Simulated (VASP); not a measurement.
# GaN (F-43m) in VASP: settings compared

Aim: see how the results for GaN move with the level of theory and the settings. Levels: r2SCAN, PBE, HSE06. Tasks: relaxation of cell and atoms, single point.

All numbers are computed with VASP 6.6.1; they aren't measurements. Logs are shortened: lines on timing, memory, paths and dates and some standing lists are left out, and cuts for length are marked.

## Step 1: The cell of the first run

It takes space group F-43m (No. 216, cubic). The conventional cell has a = 4.548 Å, b = 4.548 Å, c = 4.548 Å, α = 90.00°, β = 90.00°, γ = 90.00°. Ga (site symmetry -43m) has 4 N at 1.97 Å within 2.6 Å. N (site symmetry -43m) has 4 Ga at 1.97 Å within 2.6 Å.

## Step 2: Relaxation of cell and atoms, r2SCAN

POSCAR

```
GaN
1.0
    0.0000000000      2.2742071940      2.2742071940
    2.2742071940      0.0000000000      2.2742071940
    2.2742071940      2.2742071940      0.0000000000
Ga N
1 1
Direct
    0.0000000000      0.0000000000      0.0000000000
    0.7500000000      0.7500000000      0.7500000000
```

INCAR.step1

```
PREC = Accurate
ENCUT = 600
ISMEAR = -1
SIGMA = 0.02
LREAL = F
LASPH = T
NELM = 100
GGA = PE
ALGO = Normal
EDIFF = 1E-4
LWAVE = T
LCHARG = F
```

INCAR.step2

```
PREC = Accurate
ENCUT = 600
EDIFF = 1E-6
ISMEAR = -1
SIGMA = 0.02
LREAL = F
LASPH = T
NELM = 100
ALGO = Normal
ISIF = 3
LWAVE = F
LCHARG = F
METAGGA = R2SCAN
LMIXTAU = T
IBRION = 2
NSW = 80
EDIFFG = -0.005
ISTART = 1
```

KPOINTS

```
Automatic mesh
0
Gamma
  8 8 8
```

Potentials or basis: VASP PAW PBE potentials, release 64 (Ga_d, N).

The run is started by

```sh
cat potpaw_PBE.64/Ga_d/POTCAR potpaw_PBE.64/N/POTCAR > POTCAR
cp INCAR.step1 INCAR
mpirun -np 1 vasp_std > vasp.out
cp INCAR.step2 INCAR
mpirun -np 1 vasp_std > vasp.out
```

OUTCAR:

```text
PREC = Accurate
   ENCUT = 600
   EDIFF = 1E-6
   ISMEAR = -1
   LREAL = F
   LASPH = T
   NELM = 100
   ISIF = 3
   METAGGA = R2SCAN
   IBRION = 2
   NSW = 80
   EDIFFG = -0.005
   ISTART = 1

 ion  position               nearest neighbor table
   1  0.000  0.000  0.000-   2 1.97   2 1.97   2 1.97   2 1.97
   2  0.750  0.750  0.750-   1 1.97   1 1.97   1 1.97   1 1.97

  LATTYP: Found a face centered cubic cell.
 ALAT       =     4.5484143880

  Lattice vectors:

 A1 = (   0.0000000000,   2.2742071940,   2.2742071940)
 A2 = (   2.2742071940,   0.0000000000,   2.2742071940)
 A3 = (   2.2742071940,   2.2742071940,   0.0000000000)

Analysis of symmetry for initial positions (statically):
=====================================================================
 Subroutine PRICEL returns:
 Original cell was already a primitive cell.

 Routine SETGRP: Setting up the symmetry group for a
 face centered cubic supercell.

 Subroutine GETGRP returns: Found 24 space group operations
 (whereof 24 operations were pure point group operations)
 out of a pool of 48 trial point group operations.

The static configuration has the point symmetry T_d .

Analysis of symmetry for dynamics (positions and initial velocities):
=====================================================================
 Subroutine PRICEL returns:
 Original cell was already a primitive cell.

 Routine SETGRP: Setting up the symmetry group for a
 face centered cubic supercell.

 Subroutine GETGRP returns: Found 24 space group operations
 (whereof 24 operations were pure point group operations)
 out of a pool of 48 trial point group operations.

The dynamic configuration has the point symmetry T_d .

 Subroutine INISYM returns: Found 24 space group operations
 (whereof 24 operations are pure point group operations),
 and found     1 'primitive' translations

----------------------------------------------------------------------------------------

                                     Primitive cell

  volume of cell :      23.5245

  direct lattice vectors                    reciprocal lattice vectors
     0.000000000  2.274207194  2.274207194    -0.219856837  0.219856837  0.219856837
     2.274207194  0.000000000  2.274207194     0.219856837 -0.219856837  0.219856837
     2.274207194  2.274207194  0.000000000     0.219856837  0.219856837 -0.219856837

  length of vectors
     3.216214657  3.216214657  3.216214657     0.380803212  0.380803212  0.380803212

  position of ions in fractional coordinates (direct lattice)
     0.000000000  0.000000000  0.000000000
     0.750000000  0.750000000  0.750000000

  ion indices of the primitive-cell ions
   primitive index   ion index
                 1           1
                 2           2

----------------------------------------------------------------------------------------

 KPOINTS: Automatic mesh

Automatic generation of k-mesh.
 Grid dimensions read from file:
 generate k-points for:    8    8    8

 Generating k-lattice:

  Cartesian coordinates                     Fractional coordinates (reciprocal lattice)
    -0.027482105  0.027482105  0.027482105     0.125000000  0.000000000  0.000000000
     0.027482105 -0.027482105  0.027482105     0.000000000  0.125000000  0.000000000
     0.027482105  0.027482105 -0.027482105     0.000000000  0.000000000  0.125000000

  Length of vectors
     0.047600401  0.047600401  0.047600401

  Shift w.r.t. Gamma in fractional coordinates (k-lattice)
     0.000000000  0.000000000  0.000000000

 Subroutine IBZKPT returns following result:
 ===========================================

 Found     29 irreducible k-points:

 Following reciprocal coordinates:
            Coordinates               Weight
  0.000000  0.000000  0.000000      1.000000
  0.125000  0.000000  0.000000      8.000000
  0.250000  0.000000  0.000000      8.000000
  0.375000  0.000000  0.000000      8.000000
  0.500000  0.000000  0.000000      4.000000
  0.125000  0.125000  0.000000      6.000000
[... 16 lines left out ...]
  0.500000  0.250000  0.125000     48.000000
 -0.375000  0.250000  0.125000     24.000000
 [... further k-points ...]
   k-points           NKPTS =     29   k-points in BZ     NKDIM =     29   number of bands    NBANDS=     13
   number of dos      NEDOS =    301   number of ions     NIONS =      2
   total plane-waves  NPLWV =  21952
   dimension x,y,z NGX =    28 NGY =   28 NGZ =   28
   dimension x,y,z NGXF=    56 NGYF=   56 NGZF=   56
   ions per type =               1   1
   NGX,Y,Z   is equivalent  to a cutoff of  14.47, 14.47, 14.47 a.u.
   NGXF,Y,Z  is equivalent  to a cutoff of  28.95, 28.95, 28.95 a.u.
 SYSTEM =  unknown system
   PREC   = accura    normal or accurate (medium, high low for compatibility)
   ISTART =      1    job   : 0-new  1-cont  2-samecut
   ICHARG =      0    charge: 1-file 2-atom 10-const
   ISPIN  =      1    spin polarized calculation?
   LNONCOLLINEAR =      F non collinear calculations
   LSORBIT =      F    spin-orbit coupling
   LASPH  =      T    aspherical Exc in radial PAW
   ENCUT  =  600.0 eV  44.10 Ry    6.64 a.u.   6.42  6.42  6.42*2*pi/ulx,y,z
   NELM   =    100;   NELMIN=  2; NELMDL=  0     # of ELM steps
   EDIFF  = 0.1E-05   stopping-criterion for ELM
   LREAL  =      F    real-space projection
   EDIFFG = -.5E-02   stopping-criterion for IOM
   NSW    =     80    number of steps for IOM
   IBRION =      2    ionic relax: 0-MD 1-quasi-New 2-CG
   NFREE  =      1    steps in history (QN), initial steepest desc. (CG)
   ISIF   =      3    stress and relaxation
   ISYM   =      2    0-nonsym 1-usesym 2-fastsym
   POTIM  = 0.5000    time-step for ionic-motion
   TEBEG  =    0.0;   TEEND  =   0.0 temperature during run
   PSTRESS=    0.0 pullay stress
   NELECT =      18.0000    total number of electrons
   NUPDOWN=      -1.0000    fix difference up-down
   EMIN   =  10.00;   EMAX   =-10.00  energy-range for DOS
   EFERMI =   0.00;   METHOD = LEGACY
   ISMEAR =    -1;   SIGMA  =   0.02  broadening in eV -4-tet -1-fermi 0-gaus
   EFERMI_NEDOS =   21; number of points for ismear=-14 and -15
   IALGO  =     38    algorithm
   IMIX   =      4    mixing-type and parameters
     AMIX     =   0.40;   BMIX     =  1.00
     AMIX_MAG =   1.60;   BMIX_MAG =  1.00
  volume/ion in A,a.u.               =      11.76        79.38
  Fermi-wavevector in a.u.,A,eV,Ry     =   1.497358  2.829596 30.505362  2.242081
  Thomas-Fermi vector in A             =   2.609256
   LORBIT       =      0    0 simple, 1 ext, 2 COOP (PROOUT), +10 PAW based schemes
   METAGGA = R2SCAN    functional components
   LHFCALC =     F    Hartree Fock is set to
   AEXX    =    0.0000 exact exchange contribution
   IVDW    =     0    specifies the selected vdW correction
   LEPSILON=     F    determine dielectric tensor
   LRPA    =     F    only Hartree local field effects (RPA)
 conjugate gradient relaxation of ions
 non-spin polarized calculation
  energy-cutoff  :      600.00
  volume of cell :       23.52
 maximum number of plane-waves:       817
 NGX is ok and might be reduce to    28
   NGX = 13   NGY = 13   NGZ = 13

--------------------------------------- Ionic step        1  -------------------------------------------

 number of electron      18.0000002 magnetization

 Free energy of the ion-electron system (eV)
  ---------------------------------------------------
  ext. energy  EPLUGINS =         0.00000000
  ---------------------------------------------------
  free energy    TOTEN  =       -21.88772400 eV

  energy without entropy =      -21.88772400  energy(sigma->0) =      -21.88772400

------------------------ aborting loop because EDIFF is reached ----------------------------------------

  FORCE on cell =-STRESS in cart. coord.  units (eV):
  Direction    XX          YY          ZZ          XY          YZ          ZX
  --------------------------------------------------------------------------------------
  -------------------------------------------------------------------------------------
  Total       -0.7472842     -0.7472842     -0.7472842      0.0000000      0.0000000      0.0000000
  in kB      -50.8951404    -50.8951404    -50.8951404      0.0000000      0.0000000      0.0000000
  external PRESSURE =     -50.8951404 kB  Pullay stress =       0.0000000 kB

 VOLUME and BASIS-vectors are now :
 -----------------------------------------------------------------------------
  energy-cutoff  :      600.00
  volume of cell :       23.52
      direct lattice vectors                 reciprocal lattice vectors
     0.000000000  2.274207194  2.274207194    -0.219856837  0.219856837  0.219856837
     2.274207194  0.000000000  2.274207194     0.219856837 -0.219856837  0.219856837
     2.274207194  2.274207194  0.000000000     0.219856837  0.219856837 -0.219856837
[... 73 lines left out ...]
 POSITION                                       TOTAL-FORCE (eV/Angst)
 -----------------------------------------------------------------------------------
      0.00000      0.00000      0.00000        -0.000000     -0.000000     -0.000000
      3.37893      3.37893      3.37893         0.000000      0.000000      0.000000
 -----------------------------------------------------------------------------------
    total drift:                               -0.000018     -0.000018     -0.000018

  FREE ENERGIE OF THE ION-ELECTRON SYSTEM (eV)
  ---------------------------------------------------
  free  energy   TOTEN  =       -21.8983957693 eV

  energy  without entropy=      -21.8983957693  energy(sigma->0) =      -21.89839577

--------------------------------------- Ionic step        4  -------------------------------------------

 number of electron      18.0000005 magnetization

 Free energy of the ion-electron system (eV)
  ---------------------------------------------------
  ext. energy  EPLUGINS =         0.00000000
  ---------------------------------------------------
  free energy    TOTEN  =       -21.89840158 eV

  energy without entropy =      -21.89840158  energy(sigma->0) =      -21.89840158

 E-fermi :   5.4058     XC(G=0): -12.6354

 val. band max:        5.0185813300   @ k =   0.0000   0.0000   0.0000
 cond. band min:       7.1391141657   @ k =   0.0000   0.0000   0.0000
 fundamental gap:      2.1205328357
 Fermi energy:         5.4058113234

 k-point     1 :       0.0000    0.0000    0.0000
  band No.  band energies     occupation
      1     -11.7136      2.00000
      2      -8.8137      2.00000
      3      -8.8137      2.00000
      4      -8.8137      2.00000
      5      -8.4628      2.00000
      6      -8.4628      2.00000
      7       5.0186      2.00000
      8       5.0186      2.00000
      9       5.0186      2.00000
     10       7.1391      0.00000
     11      16.0236      0.00000
     12      16.0236      0.00000
     13      16.0236      0.00000

 k-point     2 :       0.1250    0.0000    0.0000
  band No.  band energies     occupation
      1     -11.5444      2.00000
      2      -8.7923      2.00000
      3      -8.7923      2.00000
      4      -8.7475      2.00000
      5      -8.4644      2.00000
      6      -8.4644      2.00000
      7       3.4863      2.00000
      8       4.8524      2.00000
      9       4.8524      2.00000
     10       8.2962      0.00000
     11      15.3121      0.00000
[... 339 lines left out ...]
 k-point    24 :      -0.3750    0.2500    0.1250
  band No.  band energies     occupation
      1     -10.6207      2.00000
      2      -8.6951      2.00000
      3      -8.6356      2.00000
      4      -8.4850      2.00000
      5      -8.4314      2.00000
      6      -7.0447      2.00000
      7      -1.4979      2.00000
      8       1.9575      2.00000
      9       3.2056      2.00000
     10      12.2390      0.00000
     11      12.5863      0.00000
     12      15.8568      0.00000
     13      17.4708      0.00000

 [... further k-points ...]

------------------------ aborting loop because EDIFF is reached ----------------------------------------

  FORCE on cell =-STRESS in cart. coord.  units (eV):
  Direction    XX          YY          ZZ          XY          YZ          ZX
  --------------------------------------------------------------------------------------
  -------------------------------------------------------------------------------------
  Total       -0.0079297     -0.0079297     -0.0079297     -0.0000000      0.0000000     -0.0000000
  in kB       -0.5551957     -0.5551957     -0.5551957     -0.0000000      0.0000000     -0.0000000
  external PRESSURE =      -0.5551957 kB  Pullay stress =       0.0000000 kB

 VOLUME and BASIS-vectors are now :
 -----------------------------------------------------------------------------
  energy-cutoff  :      600.00
  volume of cell :       22.88
      direct lattice vectors                 reciprocal lattice vectors
     0.000000000  2.253359638  2.253359638    -0.221890901  0.221890901  0.221890901
     2.253359638 -0.000000000  2.253359638     0.221890901 -0.221890901  0.221890901
     2.253359638  2.253359638  0.000000000     0.221890901  0.221890901 -0.221890901

 POSITION                                       TOTAL-FORCE (eV/Angst)
 -----------------------------------------------------------------------------------
      0.00000      0.00000      0.00000        -0.000000     -0.000000     -0.000000
      3.38004      3.38004      3.38004         0.000000      0.000000      0.000000
 -----------------------------------------------------------------------------------
    total drift:                               -0.000018     -0.000018     -0.000018

  FREE ENERGIE OF THE ION-ELECTRON SYSTEM (eV)
  ---------------------------------------------------
  free  energy   TOTEN  =       -21.8984015766 eV

  energy  without entropy=      -21.8984015766  energy(sigma->0) =      -21.89840158

 reached required accuracy - stopping structural energy minimisation
```

Wall time 2.4 min (1 thread of Intel Xeon Platinum 8259CL at 2.50GHz (Skylake/Cascade Lake), shared host); peak memory 0.18 GiB.

What came out:

```yaml
Free_energy: -21.8984 eV
Relaxed_volume: 11.44 Å³/atom
Relaxed_cell: a = 3.187 Å, b = 3.187 Å, c = 3.187 Å, α = 60.00°, β = 60.00°, γ = 60.00°
Space_group_after_relaxing_to_0.1_Å: F-43m (No. 216)
Energy_gained_by_relaxing: 5.3 meV/atom
Ionic_steps: 4
Pressure_after_relaxing: -0.1 GPa
Band_gap_on_the_k_mesh: 2.12 eV
```

Step by step:
```tsv
step	energy change (eV)	largest force (eV/Å)	pressure (GPa)	volume (Å³)
1	0.0000	0.0000	-5.09	23.52
2	-0.0005	0.0000	6.23	22.28
3	-0.0107	0.0000	0.19	22.86
4	-0.0107	0.0000	-0.06	22.88
```

Final structure:
```cif
data_structure
_symmetry_space_group_name_H-M 'P 1'
_symmetry_Int_Tables_number 1
_cell_length_a 3.1867
_cell_length_b 3.1867
_cell_length_c 3.1867
_cell_angle_alpha 60.000
_cell_angle_beta 60.000
_cell_angle_gamma 60.000
_cell_volume 22.88
loop_
_atom_site_label
_atom_site_type_symbol
_atom_site_fract_x
_atom_site_fract_y
_atom_site_fract_z
_atom_site_occupancy
Ga1 Ga 0.00000 0.00000 0.00000 1
N1 N 0.75000 0.75000 0.75000 1
```

Levels at points of the mesh, in eV from the valence-band top:
```csv
k point,band 7,band 8,band 9,band 10,band 11,band 12
"(0.00, 0.00, 0.00)",0.00,0.00,0.00,2.12,11.00,11.00
"(0.50, 0.00, 0.00)",-7.16,-1.00,-1.00,5.16,9.44,11.00
"(0.50, 0.50, 0.00)",-6.22,-2.78,-2.78,3.77,7.24,12.58
```

Caveat: the PAW data sets were made with another functional, which shifts forces and pressure a little.

## Step 3: Single point, PBE, non-collinear spin, zero start, spin-orbit coupling

This run uses another cell than the first one, of 11.37 Å³/atom.

INCAR

```
SYSTEM = GaN
PREC = Accurate
ENCUT = 520
EDIFF = 1E-6
ISMEAR = 0
SIGMA = 0.01
LREAL = .False.
LASPH = .True.
NELM = 150
ALGO = Normal
ISIF = 2
LWAVE = .False.
LCHARG = .True.
MAGMOM = 0 0 0 0 0 0
LORBIT = 11
LSORBIT = .True.
GGA_COMPAT = .False.
LORBMOM = .True.
GGA = PE
LVHAR = .True.
NBANDS = 30
```

KPOINTS

```
regular mesh
0
Gamma
  10 10 10
  0 0 0
```

POSCAR

```
GaN
1.0
    0.0000000000      2.2489526325      2.2489526325
    2.2489526325      0.0000000000      2.2489526325
    2.2489526325      2.2489526325      0.0000000000
Ga N
1 1
Direct
    0.0000000000      0.0000000000      0.0000000000
    0.7500000000      0.7500000000      0.7500000000
```

Potentials or basis: VASP PAW PBE potentials, release 64 (Ga_d, N).

The run is started by

```sh
cat potpaw_PBE.64/Ga_d/POTCAR potpaw_PBE.64/N/POTCAR > POTCAR
mpirun -np 1 vasp_ncl > vasp.out
```

Wall time 84 s (1 thread of Intel Xeon Platinum 8259CL at 2.50GHz (Skylake/Cascade Lake), shared host); peak memory 0.24 GiB.

It converged, with:

```
Free energy                                           : -12.1436 eV
Pressure                                              : 6.2 GPa
Net moment                                            : 0.00 μB per cell
Valence electrons inside the program's atomic spheres : Ga 11.88; N 3.75
```

Moments on the atoms (μB; x, y, z):
```
Ga  0.00 0.00 0.00
N   0.00 0.00 0.00
```

Caveat: the cell stands under pressure.

(Part 1 of 2 ends here.)
